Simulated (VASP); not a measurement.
## AlN: single point with PBE

Crystal: AlN.

```
CELL_PARAMETERS angstrom
0.00000 2.18399 2.18399
2.18399 0.00000 2.18399
2.18399 2.18399 0.00000
ATOMIC_POSITIONS crystal
Al 0.00000 0.00000 0.00000
N 0.25000 0.25000 0.25000
```

| Property | Result |
| --- | --- |
| Program | VASP 6.6.1 |
| Task | single point |
| Functional | PBE |
| Potentials or basis | VASP PAW PBE potentials, release 64 (Al, N) |
| Cutoff | 520 eV |
| k mesh | 10 × 10 × 10 |
| Occupations | gaussian, width 0.029 eV |
| Spin | no spin polarisation |

- Pressure: 4.6 GPa
- Band gap on the k mesh: 3.32 eV, indirect (least direct gap 4.20 eV)

Levels at points of the mesh, in eV from the valence-band top:
```
           k point  band 2  band 3  band 4  band 5  band 6  band 7
(0.00, 0.00, 0.00)    0.00    0.00    0.00    4.20   12.56   12.56
(0.50, 0.00, 0.00)   -5.85   -0.48   -0.48    7.38    9.86   11.15
(0.50, 0.50, 0.00)   -4.90   -1.77   -1.77    3.32    8.62   13.96
```

Wall time 22 s on 1 thread of AMD EPYC 7R13 (shared host), peak memory 0.11 GiB.

A k mesh can miss the band edges.
